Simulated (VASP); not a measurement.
# ZrB2 (P6/mmm) in VASP: further runs

Runs on ZrB2. Level: LDA. Tasks: single point.

All numbers are computed with VASP 6.6.1; they aren't measurements. Logs are shortened: lines on timing, memory, paths and dates and some standing lists are left out, and cuts for length are marked.

### 1 The cell of the first run

The structure is hexagonal, space group P6/mmm (No. 191). Conventional cell: a = 3.063 Å, b = 3.063 Å, c = 3.211 Å, α = 90.00°, β = 90.00°, γ = 120.00°. Zr (site symmetry 6/mmm) has 12 B at 2.39 Å and 6 Zr at 3.06 Å within 3.2 Å. Within 2.3 Å of B (site symmetry -6m2) lie 3 B at 1.77 Å.

### 2 Single point, LDA (volume 8.697 Å^3 an atom, c/a of the conventional cell 1.0482)

File INCAR:

```
PREC = Accurate
ENCUT = 520
EDIFF = 1E-6
ISMEAR = 0
SIGMA = 0.15
LREAL = F
LASPH = T
NELM = 60
ALGO = Normal
ISIF = 2
LWAVE = F
LCHARG = F
NBANDS = 16
```

File KPOINTS:

```
Automatic mesh
0
Gamma
  18 18 12
```

File POSCAR:

```
ZrB2
1.0
    3.0631762017      0.0000000000      0.0000000000
   -1.5315881009      2.6527884069      0.0000000000
    0.0000000000      0.0000000000      3.2108212946
Zr B
1 2
Direct
    0.0000000000      0.0000000000      0.0000000000
    0.3333333333      0.6666666667      0.5000000000
    0.6666666667      0.3333333333      0.5000000000
```

Potentials or basis: VASP PAW LDA potentials, release 64 (Zr_sv, B).

Started as:

```bash
$ cat potpaw_LDA.64/Zr_sv/POTCAR potpaw_LDA.64/B/POTCAR > POTCAR
$ mpirun -np 1 vasp_std > vasp.out
```

OUTCAR:

```text
PREC = Accurate
   ENCUT = 520
   EDIFF = 1E-6
   ISMEAR = 0
   LREAL = F
   LASPH = T
   NELM = 60
   ISIF = 2

 ion  position               nearest neighbor table
   1  0.000  0.000  0.000-   2 2.39   3 2.39   2 2.39   3 2.39   2 2.39   2 2.39   3 2.39   3 2.39
                             3 2.39   3 2.39   2 2.39   2 2.39
   2  0.333  0.667  0.500-   3 1.77   3 1.77   3 1.77   1 2.39   1 2.39   1 2.39   1 2.39   1 2.39
                             1 2.39
   3  0.667  0.333  0.500-   2 1.77   2 1.77   2 1.77   1 2.39   1 2.39   1 2.39   1 2.39   1 2.39
                             1 2.39

  LATTYP: Found a hexagonal cell.
 ALAT       =     3.0631762017
 C/A-ratio  =     1.0482000000

  Lattice vectors:

 A1 = (   3.0631762017,   0.0000000000,   0.0000000000)
 A2 = (  -1.5315881009,   2.6527884069,   0.0000000000)
 A3 = (   0.0000000000,   0.0000000000,   3.2108212946)

Analysis of symmetry for initial positions (statically):
=====================================================================
 Subroutine PRICEL returns:
 Original cell was already a primitive cell.

 Routine SETGRP: Setting up the symmetry group for a
 hexagonal supercell.

 Subroutine GETGRP returns: Found 24 space group operations
 (whereof 24 operations were pure point group operations)
 out of a pool of 24 trial point group operations.

The static configuration has the point symmetry D_6h.

Analysis of symmetry for dynamics (positions and initial velocities):
=====================================================================
 Subroutine PRICEL returns:
 Original cell was already a primitive cell.

 Routine SETGRP: Setting up the symmetry group for a
 hexagonal supercell.

 Subroutine GETGRP returns: Found 24 space group operations
 (whereof 24 operations were pure point group operations)
 out of a pool of 24 trial point group operations.

The dynamic configuration has the point symmetry D_6h.

 Subroutine INISYM returns: Found 24 space group operations
 (whereof 24 operations are pure point group operations),
 and found     1 'primitive' translations

----------------------------------------------------------------------------------------

                                     Primitive cell

  volume of cell :      26.0910

  direct lattice vectors                    reciprocal lattice vectors
     3.063176202  0.000000000  0.000000000     0.326458530  0.188480920  0.000000000
    -1.531588101  2.652788407  0.000000000     0.000000000  0.376961840  0.000000000
     0.000000000  0.000000000  3.210821295     0.000000000  0.000000000  0.311446795

  length of vectors
     3.063176202  3.063176202  3.210821295     0.376961840  0.376961840  0.311446795

  position of ions in fractional coordinates (direct lattice)
     0.000000000  0.000000000  0.000000000
     0.333333333  0.666666667  0.500000000
     0.666666667  0.333333333  0.500000000

  ion indices of the primitive-cell ions
   primitive index   ion index
                 1           1
                 2           2
                 3           3

----------------------------------------------------------------------------------------

 KPOINTS: Automatic mesh

Automatic generation of k-mesh.
 Grid dimensions read from file:
 generate k-points for:   18   18   12

 Generating k-lattice:

  Cartesian coordinates                     Fractional coordinates (reciprocal lattice)
     0.018136585  0.010471162  0.000000000     0.055555556  0.000000000  0.000000000
     0.000000000  0.020942324  0.000000000     0.000000000  0.055555556  0.000000000
     0.000000000  0.000000000  0.025953900     0.000000000  0.000000000  0.083333333

  Length of vectors
     0.020942324  0.020942324  0.025953900

  Shift w.r.t. Gamma in fractional coordinates (k-lattice)
     0.000000000  0.000000000  0.000000000

 Subroutine IBZKPT returns following result:
 ===========================================

 Found    259 irreducible k-points:

 Following reciprocal coordinates:
            Coordinates               Weight
  0.000000  0.000000  0.000000      1.000000
  0.055556 -0.000000  0.000000      6.000000
  0.111111 -0.000000  0.000000      6.000000
  0.166667 -0.000000  0.000000      6.000000
  0.222222  0.000000  0.000000      6.000000
  0.277778  0.000000  0.000000      6.000000
[... 16 lines left out ...]
  0.333333  0.111111  0.000000     12.000000
  0.388889  0.111111  0.000000     12.000000
 [... further k-points ...]
   k-points           NKPTS =    259   k-points in BZ     NKDIM =    259   number of bands    NBANDS=     16
   number of dos      NEDOS =    301   number of ions     NIONS =      3
   total plane-waves  NPLWV =  13824
   dimension x,y,z NGX =    24 NGY =   24 NGZ =   24
   dimension x,y,z NGXF=    48 NGYF=   48 NGZF=   48
   ions per type =               1   2
   NGX,Y,Z   is equivalent  to a cutoff of  13.03, 13.03, 12.43 a.u.
   NGXF,Y,Z  is equivalent  to a cutoff of  26.05, 26.05, 24.85 a.u.
 SYSTEM =  unknown system
   PREC   = accura    normal or accurate (medium, high low for compatibility)
   ISTART =      0    job   : 0-new  1-cont  2-samecut
   ICHARG =      2    charge: 1-file 2-atom 10-const
   ISPIN  =      1    spin polarized calculation?
   LNONCOLLINEAR =      F non collinear calculations
   LSORBIT =      F    spin-orbit coupling
   LASPH  =      T    aspherical Exc in radial PAW
   ENCUT  =  520.0 eV  38.22 Ry    6.18 a.u.   5.70  5.70  5.97*2*pi/ulx,y,z
   NELM   =     60;   NELMIN=  2; NELMDL= -5     # of ELM steps
   EDIFF  = 0.1E-05   stopping-criterion for ELM
   LREAL  =      F    real-space projection
   EDIFFG = 0.1E-04   stopping-criterion for IOM
   NSW    =      0    number of steps for IOM
   IBRION =     -1    ionic relax: 0-MD 1-quasi-New 2-CG
   NFREE  =      0    steps in history (QN), initial steepest desc. (CG)
   ISIF   =      2    stress and relaxation
   ISYM   =      2    0-nonsym 1-usesym 2-fastsym
   POTIM  = 0.5000    time-step for ionic-motion
   TEBEG  =    0.0;   TEEND  =   0.0 temperature during run
   PSTRESS=    0.0 pullay stress
   NELECT =      18.0000    total number of electrons
   NUPDOWN=      -1.0000    fix difference up-down
   EMIN   =  10.00;   EMAX   =-10.00  energy-range for DOS
   EFERMI =   0.00;   METHOD = LEGACY
   ISMEAR =     0;   SIGMA  =   0.15  broadening in eV -4-tet -1-fermi 0-gaus
   EFERMI_NEDOS =   21; number of points for ismear=-14 and -15
   IALGO  =     38    algorithm
   IMIX   =      4    mixing-type and parameters
     AMIX     =   0.40;   BMIX     =  1.00
     AMIX_MAG =   1.60;   BMIX_MAG =  1.00
  volume/ion in A,a.u.               =       8.70        58.69
  Fermi-wavevector in a.u.,A,eV,Ry     =   1.446557  2.733596 28.470544  2.092526
  Thomas-Fermi vector in A             =   2.564612
   LORBIT       =      0    0 simple, 1 ext, 2 COOP (PROOUT), +10 PAW based schemes
   GGA     = CA    functional components
   LHFCALC =     F    Hartree Fock is set to
   AEXX    =    0.0000 exact exchange contribution
   IVDW    =     0    specifies the selected vdW correction
   LEPSILON=     F    determine dielectric tensor
   LRPA    =     F    only Hartree local field effects (RPA)
 non-spin polarized calculation
 Gauss-broadening in eV      SIGMA  =   0.15
  energy-cutoff  :      520.00
  volume of cell :       26.09
 maximum number of plane-waves:       719
 NGX is ok and might be reduce to    24
   NGX = 11   NGY = 11   NGZ = 11

 number of electron      18.0000000 magnetization

 Free energy of the ion-electron system (eV)
  ---------------------------------------------------
  ext. energy  EPLUGINS =         0.00000000
  ---------------------------------------------------
  free energy    TOTEN  =       -26.96429941 eV

  energy without entropy =      -26.96184152  energy(sigma->0) =      -26.96307046

 E-fermi :  12.4069     XC(G=0): -13.3725

 val. band max:       12.3856513516   @ k =   0.0556   0.0556   0.4167
 cond. band min:      12.4097094606   @ k =   0.0556   0.0556   0.5000
 fundamental gap:      0.0240581089
 Fermi energy:        12.4068837778

 k-point     1 :       0.0000    0.0000    0.0000
  band No.  band energies     occupation
      1     -35.3401      2.00000
      2     -13.6968      2.00000
      3     -13.0440      2.00000
      4     -13.0440      2.00000
      5      -0.7363      2.00000
      6       8.9596      2.00000
[... 8 lines left out ...]
     15      18.0349      0.00000
     16      18.0349      0.00000

 k-point     2 :       0.0556   -0.0000    0.0000
  band No.  band energies     occupation
      1     -35.3343      2.00000
      2     -13.6888      2.00000
      3     -13.0925      2.00000
      4     -13.0543      2.00000
      5      -0.6622      2.00000
      6       8.7929      2.00000
[... 8 lines left out ...]
     15      18.8170      0.00000
     16      18.8533      0.00000

 k-point     3 :       0.1111   -0.0000    0.0000
  band No.  band energies     occupation
      1     -35.3179      2.00000
      2     -13.6657      2.00000
      3     -13.2298      2.00000
      4     -13.0836      2.00000
      5      -0.4468      2.00000
      6       8.3485      2.00000
[... 8 lines left out ...]
     15      19.5713      0.00000
     16      19.9005      0.00000

 k-point     4 :       0.1667   -0.0000    0.0000
  band No.  band energies     occupation
      1     -35.2925      2.00000
      2     -13.6302      2.00000
      3     -13.4340      2.00000
      4     -13.1281      2.00000
      5      -0.1080      2.00000
      6       7.7400      2.00000
[... 8 lines left out ...]
     15      20.0290      0.00000
     16      20.2013      0.00000

 k-point     5 :       0.2222    0.0000    0.0000
  band No.  band energies     occupation
      1     -35.2611      2.00000
      2     -13.6755      2.00000
      3     -13.5863      2.00000
      4     -13.1821      2.00000
      5       0.3304      2.00000
      6       7.0617      2.00000
[... 8 lines left out ...]
     15      20.4289      0.00000
     16      21.2171      0.00000

 k-point     6 :       0.2778    0.0000    0.0000
  band No.  band energies     occupation
      1     -35.2275      2.00000
      2     -13.9226      2.00000
      3     -13.5390      2.00000
      4     -13.2389      2.00000
      5       0.8433      2.00000
      6       6.3683      2.00000
[... 8 lines left out ...]
     15      21.2995      0.00000
     16      22.6624      0.00000

 k-point     7 :       0.3333    0.0000    0.0000
  band No.  band energies     occupation
      1     -35.1956      2.00000
      2     -14.1467      2.00000
      3     -13.4942      2.00000
      4     -13.2916      2.00000
      5       1.4061      2.00000
      6       5.6868      2.00000
[... 8 lines left out ...]
     15      22.3573      0.00000
     16      23.9103      0.00000

 k-point     8 :       0.3889   -0.0000    0.0000
  band No.  band energies     occupation
      1     -35.1695      2.00000
      2     -14.3241      2.00000
      3     -13.4573      2.00000
      4     -13.3340      2.00000
      5       1.9893      2.00000
      6       5.0350      2.00000
[... 8 lines left out ...]
     15      23.1888      0.00000
     16      23.4011      0.00000

 k-point     9 :       0.4444    0.0000    0.0000
  band No.  band energies     occupation
      1     -35.1523      2.00000
      2     -14.4375      2.00000
      3     -13.4330      2.00000
      4     -13.3615      2.00000
      5       2.5320      2.00000
      6       4.4588      2.00000
[... 8 lines left out ...]
     15      22.3888      0.00000
     16      24.2216      0.00000
[... 172 lines left out ...]
 k-point    19 :       0.1111    0.1111    0.0000
  band No.  band energies     occupation
      1     -35.2784      2.00000
      2     -13.6105      2.00000
      3     -13.5276      2.00000
      4     -13.1703      2.00000
      5       0.0879      2.00000
      6       7.5036      2.00000
[... 8 lines left out ...]
     15      20.4930      0.00000
     16      20.6151      0.00000

 k-point    20 :       0.1667    0.1111    0.0000
  band No.  band energies     occupation
      1     -35.2488      2.00000
      2     -13.7342      2.00000
      3     -13.5690      2.00000
      4     -13.2398      2.00000
      5       0.5173      2.00000
      6       6.9455      2.00000
[... 8 lines left out ...]
     15      21.0064      0.00000
     16      21.6654      0.00000

 k-point    21 :       0.2222    0.1111    0.0000
  band No.  band energies     occupation
      1     -35.2172      2.00000
      2     -13.9460      2.00000
      3     -13.5245      2.00000
      4     -13.3138      2.00000
      5       1.0261      2.00000
      6       6.3492      2.00000
[... 8 lines left out ...]
     15      21.1769      0.00000
     16      22.8595      0.00000

 k-point    22 :       0.2778    0.1111    0.0000
  band No.  band energies     occupation
      1     -35.1872      2.00000
      2     -14.1389      2.00000
      3     -13.4823      2.00000
      4     -13.3829      2.00000
      5       1.5915      2.00000
      6       5.7342      2.00000
[... 8 lines left out ...]
     15      21.8978      0.00000
     16      23.8896      0.00000

 k-point    23 :       0.3333    0.1111    0.0000
  band No.  band energies     occupation
      1     -35.1626      2.00000
      2     -14.2923      2.00000
      3     -13.4476      2.00000
      4     -13.4386      2.00000
      5       2.1866      2.00000
      6       5.1157      2.00000
[... 8 lines left out ...]
     15      23.0096      0.00000
     16      23.4765      0.00000

 k-point    24 :       0.3889    0.1111    0.0000
  band No.  band energies     occupation
      1     -35.1464      2.00000
      2     -14.3907      2.00000
      3     -13.4746      2.00000
      4     -13.4248      2.00000
      5       2.7566      2.00000
      6       4.5364      2.00000
[... 8 lines left out ...]
     15      22.9441      0.00000
     16      23.9021      0.00000

 [... further k-points ...]
[... 5 lines left out ...]
  --------------------------------------------------------------------------------------
  -------------------------------------------------------------------------------------
  Total        5.7918774      5.7918774      9.6777811     -0.0000000     -0.0000000      0.0000000
  in kB      355.6634315    355.6634315    594.2862090     -0.0000000     -0.0000000      0.0000000
  external PRESSURE =     435.2043573 kB  Pullay stress =       0.0000000 kB

 VOLUME and BASIS-vectors are now :
 -----------------------------------------------------------------------------
  energy-cutoff  :      520.00
  volume of cell :       26.09
      direct lattice vectors                 reciprocal lattice vectors
     3.063176202  0.000000000  0.000000000     0.326458530  0.188480920  0.000000000
    -1.531588101  2.652788407  0.000000000     0.000000000  0.376961840  0.000000000
     0.000000000  0.000000000  3.210821295     0.000000000  0.000000000  0.311446795

 POSITION                                       TOTAL-FORCE (eV/Angst)
 -----------------------------------------------------------------------------------
      0.00000      0.00000      0.00000        -0.000000      0.000000      0.000000
     -0.00000      1.76853      1.60541        -0.000000      0.000000      0.000000
      1.53159      0.88426      1.60541         0.000000      0.000000     -0.000000
 -----------------------------------------------------------------------------------
    total drift:                               -0.000000      0.000000      0.000000

  FREE ENERGIE OF THE ION-ELECTRON SYSTEM (eV)
  ---------------------------------------------------
  free  energy   TOTEN  =       -26.9642994073 eV

  energy  without entropy=      -26.9618415178  energy(sigma->0) =      -26.96307046
```

It took 74 s on 1 thread of Intel Xeon Platinum 8259CL at 2.50GHz (Skylake/Cascade Lake), shared host; peak memory 0.21 GiB.

Results:

```yaml
Free_energy: -26.9643 eV
Pressure: 43.5 GPa
Band_gap_on_the_k_mesh: zero (band 9 reaches 13.13 eV, above the bottom of band 10 at 11.98 eV)
```

Stress tensor (GPa, compression positive):
```
35.57  0.00  0.00
 0.00 35.57  0.00
 0.00  0.00 59.43
```

[end of part 1 of 3]
